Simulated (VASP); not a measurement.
**SbMo: single point with PBE**

Crystal: SbMo.

```
Mo Sb
1.0
     0.00000    3.00542    3.00542
     3.00542    0.00000    3.00542
     3.00542    3.00542    0.00000
Mo Sb
1 1
Direct
  0.00000 0.00000 0.00000
  0.25000 0.25000 0.25000
```

This cell differs from its parent crystal: volume scaled by 0.945.

```json
{"Program": "VASP 6.6.1", "Task": "single point", "Functional": "PBE", "Potentials or basis": "VASP PAW PBE potentials, release 64 (Mo_sv, Sb)", "Cutoff": "520 eV", "k mesh": "10 × 10 × 10", "Occupations": "gaussian, width 0.05 eV", "Spin": "no spin polarisation"}
```

```
Pressure : 5.0 GPa
```

Levels at points of the mesh, in eV from the Fermi level:
| k point | band 5 | band 6 | band 7 | band 8 | band 9 | band 10 | band 11 | band 12 | band 13 | band 14 |
| --- | --- | --- | --- | --- | --- | --- | --- | --- | --- | --- |
| (0.00, 0.00, 0.00) | -10.23 | -2.75 | -2.75 | -2.75 | -0.18 | -0.18 | 3.92 | 5.78 | 5.78 | 5.78 |
| (0.50, 0.00, 0.00) | -9.14 | -3.73 | -2.42 | -2.42 | 0.04 | 0.04 | 0.30 | 3.35 | 3.35 | 5.04 |
| (0.50, 0.50, 0.00) | -8.74 | -4.16 | -1.53 | -1.53 | -0.82 | 0.21 | 0.53 | 1.06 | 1.06 | 6.33 |

Run time: 65 s on 1 thread of Intel(R) Xeon(R) Platinum 8259CL CPU @ 2.50GHz (Skylake/Cascade Lake) (shared host), peak memory 0.19 GiB.

Caveat: spin-orbit coupling is left out, which moves the levels of the heavy elements.
